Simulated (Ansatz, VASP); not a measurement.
## BaTiO3: VASP beside Ansatz

The input INCAR:

```
ALGO = Normal
EDIFF = 1E-6
ENCUT = 1340
GGA = PE
GGA_COMPAT = False
ISIF = 2
ISMEAR = 0
LASPH = True
LCHARG = False
LDAU = True
LDAUJ = 0 0 0
LDAUL = -1 2 -1
LDAUPRINT = 1
LDAUTYPE = 2
LDAUU = 0 4 0
LMAXMIX = 4
LREAL = False
LWAVE = False
NBANDS = 28
NELM = 200
PREC = Accurate
SIGMA = 0.05
```

File KPOINTS:

```
k-points
0
Gamma
  6 6 6
```

POSCAR

```
BaTiO3
1.0
    4.0483016503      0.0000000000      0.0000000000
    0.0000000000      2.9020142815      2.8859183815
    0.0000000000     -2.9020142815      2.8859183815
Ba Ti O
1 1 3
Direct
    0.0000000000      0.0080771855      0.0080771855
    0.5000000000      0.5197092867      0.5197092867
    0.0000000000      0.4916268346      0.4916268346
    0.5000000000      0.4938075389      0.9829991543
    0.5000000000      0.9829991543      0.4938075389
```

Input for Ansatz:

```yaml
crystal:
  lattice:
    - [4.0483016693, 0.0, 0.0]
    - [0.0, 2.9020142868, 2.8859183788]
    - [0.0, -2.9020142868, 2.8859183788]
  atoms:
    - { symbol: Ba, position: [0.0, 0.0080771845, 0.0080771845] }
    - { symbol: Ti, position: [0.5, 0.5197092871, 0.5197092871] }
    - { symbol: O, position: [0.0, 0.491626839, 0.491626839] }
    - { symbol: O, position: [0.5, 0.4938075372, 0.9829991522] }
    - { symbol: O, position: [0.5, 0.9829991522, 0.4938075372] }
basis:
  ecutwfc: 420
kpoints:
  mp_grid: { grid: [6, 6, 6] }
hamiltonian:
  xc: pbe
  hubbard: { sites: [{ species: Ti, l: d, u_eff: 4.0 }] }
scf:
  occupations: { method: gaussian, width: 0.05 }
output:
  forces: true
  stress: true
  eigenvalues: true
  write_density: true
  write_potential: true
  elf: true
  volumetric_format: npy
```

Change from the starting cell: strain +0.0100 x Voigt [1, 1, 0, 0, 0, 0], atoms carried along.

Alike in both runs: task single point; functional PBE; k mesh 6 × 6 × 6; occupations gaussian, width 0.05 eV; no spin polarisation; Hubbard terms Ti d U = 4.0 eV.

|  | VASP | Ansatz |
| --- | --- | --- |
| version | VASP 6.6.1 | Ansatz 0.2.0 |
| potentials or method | VASP PAW PBE potentials, release 64 (Ba_sv, Ti_sv, O_h), cutoff 1340 eV | scalar-relativistic, plane waves, PAW |
| valence electrons in the cell | 40 | 40 |

|  | VASP | Ansatz | Ansatz less VASP |
| --- | --- | --- | --- |
| gap on the k mesh at the Fermi level (eV) | 2.45 | 2.46 | +0.010 |
| least direct gap on the mesh (eV) | 2.91 | 2.91 | +0.003 |
| pressure (GPa) | 0.0 | -3.0 | -3.02 |
| traceless stress, the component that is largest in VASP (GPa) | 1.34 | 1.39 | +0.043 |
| rms of the force components (eV/Å) | 0.148 | 0.060 | -0.0880 |

The programs project onto different local orbitals, so the same U acts differently, and such runs can settle in different states. Atom by atom the forces differ by 0.206 eV/Å (rms over components).

Spin-orbit coupling is off throughout.
